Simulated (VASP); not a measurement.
Input of a VASP 6.6.1 run:

File INCAR:

```
PREC = Accurate ; ENCUT = 520
EDIFF = 1E-6 ; ISMEAR = 0
SIGMA = 0.05 ; LREAL = False
LASPH = True ; NELM = 80
ALGO = Normal ; ISIF = 2
LWAVE = False ; LCHARG = False
LDIPOL = True ; IDIPOL = 3
DIPOL = 0.5 0.5 0.500 ; GGA = PS
IBRION = 2 ; NSW = 90
EDIFFG = -0.03
```

File KPOINTS:

```
regular mesh
0
Gamma
  9 9 1
```

Contents of POSCAR:

```
ZnO
1.0
    3.2300235105      0.0000000000      0.0000000000
   -1.6150117552      2.7972824149      0.0000000000
    0.0000000000      0.0000000000     25.4527337104
O Zn
4 4
Selective dynamics
Direct
    0.3333333333      0.6666666667      0.3339523407  F F F
    0.6666666667      0.3333333333      0.4363833277  F F F
    0.3333333333      0.6666666667      0.5388143148  T T T
    0.6666666667      0.3333333333      0.6412453018  T T T
    0.6666666667      0.3333333333      0.3587546982  F F F
    0.3333333333      0.6666666667      0.4611856852  F F F
    0.6666666667      0.3333333333      0.5636166723  T T T
    0.3333333333      0.6666666667      0.6660476593  T T T
```

Potentials or basis: VASP PAW PBE potentials, release 64 (O, Zn).

Command:

```sh
$ cat potpaw_PBE.64/O/POTCAR potpaw_PBE.64/Zn/POTCAR > POTCAR
$ mpirun -np 1 vasp_std > vasp.out
```

(1) What does it give for the energy gained by relaxing?

(2) Estimate the band gap on the k mesh.

## Answers

(1) 17.2 meV/atom.

(2) zero (bands 36 and 37 overlap by 0.39 eV).
